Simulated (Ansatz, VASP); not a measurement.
# One calculation of Rb, two programs

```xyz
1
Lattice="-2.6856 2.6856 2.6856 2.6856 -2.6856 2.6856 2.6856 2.6856 -2.6856" Properties=species:S:1:pos:R:3 pbc="T T T"
Rb    0.0000    0.0000    0.0000
```

Change from the starting cell: volume scaled by 0.88.

Alike in both runs: functional PBE; dispersion D3(BJ); k mesh 7 × 7 × 7; occupations fermi-dirac, width 0.05 eV; non-collinear spin, spin-orbit coupling.

|  | VASP | Ansatz |
| --- | --- | --- |
| version | VASP 6.6.1 | Ansatz 0.2.0 |
| potentials or method | VASP PAW PBE potentials, release 64 (Rb_sv) | Ansatz PAW |
| plane-wave cutoff (eV) | 520 | 420 |
| valence electrons in the cell | 9 | 9 |
| task | single point | electrostatic potential |

|  | VASP | Ansatz | Ansatz less VASP |
| --- | --- | --- | --- |
| pressure (GPa) | 0.4 | 0.4 | +0.01 |
| net moment per atom (μB) | 0.00 | 0.00 | 0.000 |
